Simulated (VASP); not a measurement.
**Ta: single point with PBEsol**

The system is Ta.

```xyz
1
Lattice="-1.7008 1.6513 1.6513 1.6513 -1.7008 1.6513 1.6513 1.6513 -1.7008" Properties=species:S:1:pos:R:3 pbc="T T T"
Ta    0.0000    0.0000    0.0000
```

This cell differs from its parent crystal: equal xy, yz and zx shear strains of -3 %.

```yaml
Program: VASP 6.6.1
Task: single point
Functional: PBEsol
Potentials_or_basis: VASP PAW PBE potentials, release 64 (Ta_pv)
Cutoff: 520 eV
k_mesh: 17 × 17 × 17
Occupations: fermi-dirac, width 0.08 eV
Spin: no spin polarisation
Dipole_correction: no
Further_INCAR_settings: ALGO = Normal; EDIFF = 1e-06; NBANDS = 12
```

| Item | Value |
| --- | --- |
| Pressure | -3.3 GPa |
| Band gap on the k mesh | zero (an odd number of electrons rules out a gap without spin polarisation) |

Stress tensor (GPa, compression positive):
```
-3.28  2.04  2.04
 2.04 -3.28  2.04
 2.04  2.04 -3.28
```

Levels at points of the mesh, in eV from the Fermi level:
```csv
k point,band 4,band 5,band 6,band 7,band 8,band 9
"(0.00, 0.00, 0.00)",-7.93,0.24,0.92,0.92,4.06,4.06
```

Run time: 46 s on 1 thread of AMD EPYC 9R45 96-Core Processor (Zen 5), with other jobs on the host, peak memory 0.19 GiB.

Caveat: the cell differs from its parent crystal (equal xy, yz and zx shear strains of -3 %); the cell stands under tension; the PAW data sets were made with another functional, which shifts forces and pressure a little; spin-orbit coupling is left out, which moves the levels of the heavy elements.
